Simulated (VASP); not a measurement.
# Zn (P6_3/mmc) in VASP: further runs

The runs below take Zn through single point, with PBEsol.

Everything below comes from runs of VASP 6.6.1. Logs are shortened: lines on timing, memory, paths and dates and some standing lists are left out, and cuts for length are marked.

## (1) The cell of the first run

Symmetry: P6_3/mmc, No. 194, hexagonal system. The conventional cell has a = 2.596 Å, b = 2.596 Å, c = 4.771 Å, α = 90.00°, β = 90.00°, γ = 120.00°. Within 3.4 Å of Zn (site symmetry -6m2) lie 12 Zn at 2.60 to 2.82 Å.

## (2) Single point, PBEsol (volume scaled by 0.98, then relaxed in part)

INCAR reads:

```
SYSTEM = Zn
PREC     = Accurate       ! precision mode
ENCUT    = 520            ! plane-wave cutoff, eV
EDIFF    = 1E-7           ! SCF threshold, eV
ISMEAR   = -1             ! smearing method
SIGMA    = 0.15           ! smearing width, eV
LREAL    = .FALSE.        ! projectors in reciprocal space
LASPH    = .TRUE.         ! aspherical terms in the spheres
NELM     = 60             ! most SCF steps
ALGO     = Fast           ! electronic algorithm
ISIF     = 2              ! what is computed and relaxed
LWAVE    = .FALSE.        ! write WAVECAR
LCHARG   = .TRUE.         ! write CHGCAR
GGA      = PS             ! functional
LELF     = .TRUE.         ! ELF
LVHAR    = .TRUE.       
NBANDS   = 19             ! bands
```

KPOINTS reads:

```
Automatic mesh
0
G
  18 18 8
  0 0 0
```

POSCAR reads:

```
Zn
1.0
    2.5962503603      0.0000000000      0.0000000000
   -1.2981251801      2.2484187666      0.0000000000
    0.0000000000      0.0000000000      4.7710396340
Zn
2
Direct
    0.3333333333      0.6666666667      0.2500000000
    0.6666666667      0.3333333333      0.7500000000
```

Potentials or basis: VASP PAW PBE potentials, release 64 (Zn).

Command:

```sh
$ cat potpaw_PBE.64/Zn/POTCAR > POTCAR
$ mpirun -np 1 vasp_std > vasp.out
```

OUTCAR:

```text
SYSTEM = Zn
   PREC = Accurate
   ENCUT = 520
   EDIFF = 1E-7
   ISMEAR = -1
   LREAL = .FALSE.
   LASPH = .TRUE.
   NELM = 60
   ISIF = 2
   GGA = PS

 ion  position               nearest neighbor table
   1  0.333  0.667  0.250-   2 2.82   2 2.82   2 2.82   2 2.82   2 2.82   2 2.82
   2  0.667  0.333  0.750-   1 2.82   1 2.82   1 2.82   1 2.82   1 2.82   1 2.82

  LATTYP: Found a hexagonal cell.
 ALAT       =     2.5962503603
 C/A-ratio  =     1.8376654682

  Lattice vectors:

 A1 = (   2.5962503603,   0.0000000000,   0.0000000000)
 A2 = (  -1.2981251801,   2.2484187666,   0.0000000000)
 A3 = (   0.0000000000,   0.0000000000,   4.7710396340)

Analysis of symmetry for initial positions (statically):
=====================================================================
 Subroutine PRICEL returns:
 Original cell was already a primitive cell.

 Routine SETGRP: Setting up the symmetry group for a
 hexagonal supercell.

 Subroutine GETGRP returns: Found 24 space group operations
 (whereof 12 operations were pure point group operations)
 out of a pool of 24 trial point group operations.

The static configuration has the point symmetry D_3d.
 The point group associated with its full space group is D_6h.

Analysis of symmetry for dynamics (positions and initial velocities):
=====================================================================
 Subroutine PRICEL returns:
 Original cell was already a primitive cell.

 Routine SETGRP: Setting up the symmetry group for a
 hexagonal supercell.

 Subroutine GETGRP returns: Found 24 space group operations
 (whereof 12 operations were pure point group operations)
 out of a pool of 24 trial point group operations.

The dynamic configuration has the point symmetry D_3d.
 The point group associated with its full space group is D_6h.

 Subroutine INISYM returns: Found 24 space group operations
 (whereof 12 operations are pure point group operations),
 and found     1 'primitive' translations

----------------------------------------------------------------------------------------

                                     Primitive cell

  volume of cell :      27.8507

  direct lattice vectors                    reciprocal lattice vectors
     2.596250360  0.000000000  0.000000000     0.385170866  0.222378503  0.000000000
    -1.298125180  2.248418767  0.000000000     0.000000000  0.444757007  0.000000000
     0.000000000  0.000000000  4.771039634     0.000000000  0.000000000  0.209597923

  length of vectors
     2.596250360  2.596250360  4.771039634     0.444757006  0.444757007  0.209597923

  position of ions in fractional coordinates (direct lattice)
     0.333333333  0.666666667  0.250000000
     0.666666667  0.333333333  0.750000000

  ion indices of the primitive-cell ions
   primitive index   ion index
                 1           1
                 2           2

----------------------------------------------------------------------------------------

 KPOINTS: Automatic mesh

Automatic generation of k-mesh.
 Grid dimensions read from file:
 generate k-points for:   18   18    8

 Generating k-lattice:

  Cartesian coordinates                     Fractional coordinates (reciprocal lattice)
     0.021398381  0.012354361  0.000000000     0.055555556  0.000000000  0.000000000
     0.000000000  0.024708723  0.000000000     0.000000000  0.055555556  0.000000000
     0.000000000  0.000000000  0.026199740     0.000000000  0.000000000  0.125000000

  Length of vectors
     0.024708723  0.024708723  0.026199740

  Shift w.r.t. Gamma in fractional coordinates (k-lattice)
     0.000000000  0.000000000  0.000000000

 Subroutine IBZKPT returns following result:
 ===========================================

 Found    185 irreducible k-points:

 Following reciprocal coordinates:
            Coordinates               Weight
  0.000000  0.000000  0.000000      1.000000
  0.055556  0.000000  0.000000      6.000000
  0.111111  0.000000  0.000000      6.000000
  0.166667 -0.000000  0.000000      6.000000
  0.222222  0.000000  0.000000      6.000000
  0.277778  0.000000  0.000000      6.000000
[... 16 lines left out ...]
  0.333333  0.111111  0.000000     12.000000
  0.388889  0.111111  0.000000     12.000000
 [... further k-points ...]
   k-points           NKPTS =    185   k-points in BZ     NKDIM =    185   number of bands    NBANDS=     19
   number of dos      NEDOS =    301   number of ions     NIONS =      2
   total plane-waves  NPLWV =  14400
   dimension x,y,z NGX =    20 NGY =   20 NGZ =   36
   dimension x,y,z NGXF=    40 NGYF=   40 NGZF=   72
   ions per type =               2
   NGX,Y,Z   is equivalent  to a cutoff of  12.81, 12.81, 12.54 a.u.
   NGXF,Y,Z  is equivalent  to a cutoff of  25.61, 25.61, 25.09 a.u.
 SYSTEM =  Zn
   PREC   = accura    normal or accurate (medium, high low for compatibility)
   ISTART =      0    job   : 0-new  1-cont  2-samecut
   ICHARG =      2    charge: 1-file 2-atom 10-const
   ISPIN  =      1    spin polarized calculation?
   LNONCOLLINEAR =      F non collinear calculations
   LSORBIT =      F    spin-orbit coupling
   LASPH  =      T    aspherical Exc in radial PAW
   ENCUT  =  520.0 eV  38.22 Ry    6.18 a.u.   4.83  4.83  8.87*2*pi/ulx,y,z
   NELM   =     60;   NELMIN=  2; NELMDL= -5     # of ELM steps
   EDIFF  = 0.1E-06   stopping-criterion for ELM
   LREAL  =      F    real-space projection
   EDIFFG = 0.1E-05   stopping-criterion for IOM
   NSW    =      0    number of steps for IOM
   IBRION =     -1    ionic relax: 0-MD 1-quasi-New 2-CG
   NFREE  =      0    steps in history (QN), initial steepest desc. (CG)
   ISIF   =      2    stress and relaxation
   ISYM   =      2    0-nonsym 1-usesym 2-fastsym
   POTIM  = 0.5000    time-step for ionic-motion
   TEBEG  =    0.0;   TEEND  =   0.0 temperature during run
   PSTRESS=    0.0 pullay stress
   NELECT =      24.0000    total number of electrons
   NUPDOWN=      -1.0000    fix difference up-down
   EMIN   =  10.00;   EMAX   =-10.00  energy-range for DOS
   EFERMI =   0.00;   METHOD = LEGACY
   ISMEAR =    -1;   SIGMA  =   0.15  broadening in eV -4-tet -1-fermi 0-gaus
   EFERMI_NEDOS =   21; number of points for ismear=-14 and -15
   IALGO  =     68    algorithm
   IMIX   =      4    mixing-type and parameters
     AMIX     =   0.40;   BMIX     =  1.00
     AMIX_MAG =   1.60;   BMIX_MAG =  1.00
  volume/ion in A,a.u.               =      13.93        93.97
  Fermi-wavevector in a.u.,A,eV,Ry     =   1.557876  2.943959 33.021049  2.426979
  Thomas-Fermi vector in A             =   2.661463
   LORBIT       =      0    0 simple, 1 ext, 2 COOP (PROOUT), +10 PAW based schemes
   GGA     = PS    functional components
   LHFCALC =     F    Hartree Fock is set to
   AEXX    =    0.0000 exact exchange contribution
   IVDW    =     0    specifies the selected vdW correction
   LEPSILON=     F    determine dielectric tensor
   LRPA    =     F    only Hartree local field effects (RPA)
 non-spin polarized calculation
 RMM-DIIS sequential band-by-band and
  energy-cutoff  :      520.00
  volume of cell :       27.85
 maximum number of plane-waves:       768
 NGX is ok and might be reduce to    20
   NGX =  9   NGY =  9   NGZ = 17

 number of electron      24.0000014 magnetization

 Free energy of the ion-electron system (eV)
  ---------------------------------------------------
  ext. energy  EPLUGINS =         0.00000000
  ---------------------------------------------------
  free energy    TOTEN  =        -3.18200074 eV

  energy without entropy =       -3.15195677  energy(sigma->0) =       -3.16697875

 E-fermi :   3.6668     XC(G=0): -12.1739

 val. band max:        3.6363470236   @ k =   0.3889  -0.0000   0.0000
 cond. band min:       3.6674779880   @ k =   0.3333   0.2778   0.0000
 fundamental gap:      0.0311309644
 Fermi energy:         3.6667977409

 k-point     1 :       0.0000    0.0000    0.0000
  band No.  band energies     occupation
      1      -7.5495      2.00000
      2      -5.4028      2.00000
      3      -4.5536      2.00000
      4      -4.2983      2.00000
      5      -4.2983      2.00000
      6      -4.2351      2.00000
[... 11 lines left out ...]
     18      23.4937      0.00000
     19      23.6338      0.00000

 k-point     2 :       0.0556    0.0000    0.0000
  band No.  band energies     occupation
      1      -7.4529      2.00000
      2      -5.3574      2.00000
      3      -4.5432      2.00000
      4      -4.3086      2.00000
      5      -4.2734      2.00000
      6      -4.2469      2.00000
[... 11 lines left out ...]
     18      22.7093      0.00000
     19      24.6599      0.00000

 k-point     3 :       0.1111    0.0000    0.0000
  band No.  band energies     occupation
      1      -7.1664      2.00000
      2      -5.2327      2.00000
      3      -4.5212      2.00000
      4      -4.3313      2.00000
      5      -4.2710      2.00000
      6      -4.2012      2.00000
[... 11 lines left out ...]
     18      22.1632      0.00000
     19      24.0612      0.00000

 k-point     4 :       0.1667   -0.0000    0.0000
  band No.  band energies     occupation
      1      -6.7043      2.00000
      2      -5.0691      2.00000
      3      -4.5085      2.00000
      4      -4.3647      2.00000
      5      -4.2470      2.00000
      6      -4.1617      2.00000
[... 11 lines left out ...]
     18      20.6898      0.00000
     19      21.5600      0.00000

 k-point     5 :       0.2222    0.0000    0.0000
  band No.  band energies     occupation
      1      -6.1086      2.00000
      2      -4.9510      2.00000
      3      -4.4700      2.00000
      4      -4.3944      2.00000
      5      -4.3749      2.00000
      6      -4.1205      2.00000
[... 11 lines left out ...]
     18      20.0263      0.00000
     19      20.5850      0.00000

 k-point     6 :       0.2778    0.0000    0.0000
  band No.  band energies     occupation
      1      -5.5165      2.00000
      2      -4.9460      2.00000
      3      -4.5633      2.00000
      4      -4.3940      2.00000
      5      -4.3012      2.00000
      6      -4.1095      2.00000
[... 11 lines left out ...]
     18      19.5064      0.00000
     19      21.3606      0.00000

 k-point     7 :       0.3333   -0.0000    0.0000
  band No.  band energies     occupation
      1      -5.1943      2.00000
      2      -4.9990      2.00000
      3      -4.7124      2.00000
      4      -4.3027      2.00000
      5      -4.1894      2.00000
      6      -4.0856      2.00000
[... 11 lines left out ...]
     18      19.1056      0.00000
     19      21.2145      0.00000

 k-point     8 :       0.3889   -0.0000    0.0000
  band No.  band energies     occupation
      1      -5.1360      2.00000
      2      -5.0456      2.00000
      3      -4.8184      2.00000
      4      -4.2538      2.00000
      5      -4.2120      2.00000
      6      -4.1145      2.00000
[... 256 lines left out ...]
 k-point    20 :       0.1667    0.1111    0.0000
  band No.  band energies     occupation
      1      -5.8546      2.00000
      2      -4.8393      2.00000
      3      -4.5591      2.00000
      4      -4.4183      2.00000
      5      -4.3881      2.00000
      6      -4.2296      2.00000
[... 11 lines left out ...]
     18      19.8236      0.00000
     19      20.4298      0.00000

 k-point    21 :       0.2222    0.1111    0.0000
  band No.  band energies     occupation
      1      -5.2846      2.00000
      2      -4.8336      2.00000
      3      -4.5784      2.00000
      4      -4.4699      2.00000
      5      -4.3731      2.00000
      6      -4.1981      2.00000
[... 11 lines left out ...]
     18      18.9980      0.00000
     19      19.7853      0.00000

 k-point    22 :       0.2778    0.1111    0.0000
  band No.  band energies     occupation
      1      -5.0063      2.00000
      2      -4.8938      2.00000
      3      -4.7056      2.00000
      4      -4.2889      2.00000
      5      -4.2565      2.00000
      6      -4.2481      2.00000
[... 11 lines left out ...]
     18      18.3158      0.00000
     19      19.2117      0.00000

 k-point    23 :       0.3333    0.1111    0.0000
  band No.  band energies     occupation
      1      -5.0029      2.00000
      2      -4.9247      2.00000
      3      -4.7961      2.00000
      4      -4.2817      2.00000
      5      -4.2020      2.00000
      6      -4.1266      2.00000
[... 11 lines left out ...]
     18      17.8065      0.00000
     19      18.7881      0.00000

 k-point    24 :       0.3889    0.1111    0.0000
  band No.  band energies     occupation
      1      -5.0437      2.00000
      2      -4.9437      2.00000
      3      -4.8497      2.00000
      4      -4.2985      2.00000
      5      -4.1720      2.00000
      6      -4.1448      2.00000
[... 11 lines left out ...]
     18      17.4920      0.00000
     19      18.5312      0.00000

 [... further k-points ...]
[... 5 lines left out ...]
  --------------------------------------------------------------------------------------
  -------------------------------------------------------------------------------------
  Total        0.3892893      0.3892893      0.3497114      0.0000000      0.0000000      0.0000000
  in kB       22.3947503     22.3947503     20.1179420      0.0000000      0.0000000      0.0000000
  external PRESSURE =      21.6358142 kB  Pullay stress =       0.0000000 kB

 VOLUME and BASIS-vectors are now :
 -----------------------------------------------------------------------------
  energy-cutoff  :      520.00
  volume of cell :       27.85
      direct lattice vectors                 reciprocal lattice vectors
     2.596250360  0.000000000  0.000000000     0.385170866  0.222378503  0.000000000
    -1.298125180  2.248418767  0.000000000     0.000000000  0.444757007  0.000000000
     0.000000000  0.000000000  4.771039634     0.000000000  0.000000000  0.209597923

 POSITION                                       TOTAL-FORCE (eV/Angst)
 -----------------------------------------------------------------------------------
     -0.00000      1.49895      1.19276        -0.000000      0.000000     -0.000000
      1.29813      0.74947      3.57828         0.000000      0.000000      0.000000
 -----------------------------------------------------------------------------------
    total drift:                               -0.000000      0.000000      0.000000

  FREE ENERGIE OF THE ION-ELECTRON SYSTEM (eV)
  ---------------------------------------------------
  free  energy   TOTEN  =        -3.1820007351 eV

  energy  without entropy=       -3.1519567685  energy(sigma->0) =       -3.16697875
```

Run time: 60 s. Hardware: 1 thread of AMD EPYC 9R45 (Zen 5), shared host; peak memory 0.16 GiB.

Results:

| Item | Value |
| --- | --- |
| Free energy | -3.1820 eV |
| Pressure | 2.2 GPa |
| Band gap on the k mesh | zero (band 12 reaches 5.21 eV, above the bottom of band 13 at 0.75 eV) |

Caveat: the cell differs from its parent crystal (volume scaled by 0.98, then relaxed in part); the PAW data sets were made with another functional, which shifts forces and pressure a little.

## (3) Single point, PBEsol

This run uses another cell than the first one, of 14.25 Å³/atom, 1.024 times its volume.

INCAR reads:

```
ALGO = Fast
EDIFF = 1E-6
ENCUT = 520
GGA = PS
ISIF = 2
ISMEAR = 0
LASPH = True
LCHARG = False
LREAL = False
LWAVE = False
NBANDS = 19
NELM = 60
PREC = Accurate
SIGMA = 0.1
```

KPOINTS reads:

```
k-points
0
Gamma
  18 18 8
```

POSCAR reads:

```
Zn
1.0
    2.5923832030      0.0000000000      0.0000000000
   -1.2961916015      2.2450697101      0.0000000000
    0.0000000000      0.0000000000      4.8981754599
Zn
2
Direct
    0.3333333333      0.6666666667      0.2500000000
    0.6666666667      0.3333333333      0.7500000000
```

Potentials or basis: VASP PAW PBE potentials, release 64 (Zn).

Command:

```sh
$ cat potpaw_PBE.64/Zn/POTCAR > POTCAR
$ mpirun -np 1 vasp_std > vasp.out
```

Run time: 46 s. Hardware: 1 thread of AMD EPYC 9R45 (Zen 5), shared host; peak memory 0.16 GiB.

Results (log left out):

```yaml
Free_energy: -3.1721 eV
Pressure: 0.9 GPa
Band_gap_on_the_k_mesh: zero (band 12 reaches 5.14 eV, above the bottom of band 13 at 0.22 eV)
```

Stress tensor (GPa, compression positive):
```
1.02 0.00 0.00
0.00 1.02 0.00
0.00 0.00 0.73
```

Levels at points of the mesh, in eV from the Fermi level:
```csv
k point,band 8,band 9,band 10,band 11,band 12,band 13,band 14,band 15,band 16,band 17
"(0.00, 0.00, 0.00)",-7.50,-7.50,-7.29,-7.29,-4.19,-3.31,13.47,17.31,18.54,18.54
"(0.50, 0.00, 0.00)",-7.31,-7.08,-7.06,-3.12,-2.24,2.55,3.48,4.28,5.71,10.68
"(0.00, 0.00, 0.50)",-7.95,-7.38,-7.38,-7.38,-7.38,4.32,4.32,19.87,19.87,19.87
"(0.50, 0.00, 0.50)",-7.33,-7.06,-7.06,-2.17,-2.17,0.21,0.21,10.20,10.20,12.54
```

Caveat: the PAW data sets were made with another functional, which shifts forces and pressure a little.

(Part 1 of 2 ends here.)
